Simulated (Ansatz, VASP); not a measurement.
Si: VASP beside Ansatz

INCAR

```
  ALGO = Normal
  DIPOL = 0.5 0.5 0.373
  EDIFF = 1E-6
  ENCUT = 520
  GGA = PE
  IDIPOL = 3
  ISIF = 2
  ISMEAR = 0
  IVDW = 12
  LASPH = True
  LCHARG = False
  LDIPOL = True
  LREAL = False
  LWAVE = False
  NBANDS = 16
  NELM = 80
  PREC = Accurate
  SIGMA = 0.1
```

File KPOINTS:

```
k-points
0
Gamma
  9 9 1
```

The input POSCAR:

```
Si
1.0
    3.8475254748      0.0000000000      0.0000000000
   -1.9237627374      3.3320548028      0.0000000000
    0.0000000000      0.0000000000     18.4415958287
Si
4
Direct
    0.3333333333      0.6666666667      0.2695427207
    0.6666666667      0.3333333333      0.2440135898
    0.1666666667      1.6666666667      0.5011277719
    0.5000000000      1.3333333333      0.4755986410
```

Input for Ansatz:

```yaml
crystal:
  lattice:
    - [3.8475254748, 0.0, 0.0]
    - [-1.9237627374, 3.3320548028, 0.0]
    - [0.0, 0.0, 18.4415958287]
  atoms:
    - { symbol: Si, position: [0.3333333333, 0.6666666667, 0.2695427207] }
    - { symbol: Si, position: [0.6666666667, 0.3333333333, 0.2440135898] }
    - { symbol: Si, position: [0.1666666667, 1.6666666667, 0.5011277719] }
    - { symbol: Si, position: [0.5, 1.3333333333, 0.475598641] }
basis:
  ecutwfc: 420
kpoints:
  mp_grid: { grid: [9, 9, 1] }
hamiltonian:
  xc: pbe
  pseudopotentials: { kind: paw, azcp: { folder: soft_1 } }
  dispersion: d3bj
scf:
  occupations: { method: gaussian, width: 0.1 }
output:
  forces: true
  eigenvalues: true
efield:
  axis: 3
  dipole_correction: true
  ramp_width: 0.04
```

Alike in both runs: task single point; functional PBE; dispersion D3(BJ); k mesh 9 × 9 × 1; occupations gaussian, width 0.1 eV; no spin polarisation.

```csv
,VASP,Ansatz
version,VASP 6.6.1,Ansatz 0.2.0
potentials or method,"VASP PAW PBE potentials, release 64 (Si), cutoff 520 eV","scalar-relativistic, plane waves, PAW"
valence electrons in the cell,16,16
```

Ansatz gave:

| Item | Value |
| --- | --- |
| gap on the k mesh at the Fermi level (eV) | 0.45 |
| least direct gap on the mesh (eV) | 0.60 |
| rms of the force components (eV/Å) | 0.054 |

Task: What did VASP give for the same quantities?

Result: gap on the k mesh at the Fermi level (eV): 0.45; least direct gap on the mesh (eV): 0.60; rms of the force components (eV/Å): 0.052.

Atom by atom the forces differ by 0.003 eV/Å (rms over components).
